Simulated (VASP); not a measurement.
BeCd3S4, 8 atoms in the cell. The structure is tetragonal, space group P4/mmm (No. 123). Conventional cell: a = 6.260 Å, b = 6.260 Å, c = 8.809 Å, α = 90.00°, β = 90.00°, γ = 90.00°. Be (site symmetry 4/mmm) has 2 Cd at 2.34 Å within 3.1 Å. Within 3.1 Å of Cd (site symmetry 4mm) lie 1 Be at 2.34 Å and 4 S at 2.79 Å. Cd (site symmetry 4/mmm) has 4 S at 2.55 Å within 3.4 Å. S (site symmetry m2m) has 3 Cd at 2.55 to 2.79 Å and 2 S at 2.65 Å within 3.4 Å. The cell was built from a structure type or drawn by symmetry, and may not be a known phase.

* Program: VASP 6.6.1
* Task: single point
* Functional: PBE
* Potentials or basis: VASP PAW PBE potentials, release 64 (Be, Cd, S)
* Cutoff: 600 eV
* k mesh: 3 × 3 × 2
* Occupations: gaussian, width 0.15 eV
* Spin: no spin polarisation
* Dipole correction: no
* Further INCAR settings: ALGO = Normal; EDIFF = 1e-06; NBANDS = 41

Potentials or basis: VASP PAW PBE potentials, release 64 (Be, Cd, S).

The run is started by

```sh
$ cat potpaw_PBE.64/Be/POTCAR potpaw_PBE.64/Cd/POTCAR potpaw_PBE.64/S/POTCAR > POTCAR
$ mpirun -np 1 vasp_std > vasp.out
```

Hardware: 1 thread of Intel(R) Xeon(R) Platinum 8488C (Sapphire Rapids), on a shared host.

Problem. How long does it take, and how much memory?

Solution. Wall time 120 s on 1 thread of Intel(R) Xeon(R) Platinum 8488C (Sapphire Rapids), with other jobs on the host, peak memory 0.47 GiB. Counts: scf iterations 17, k points 6.
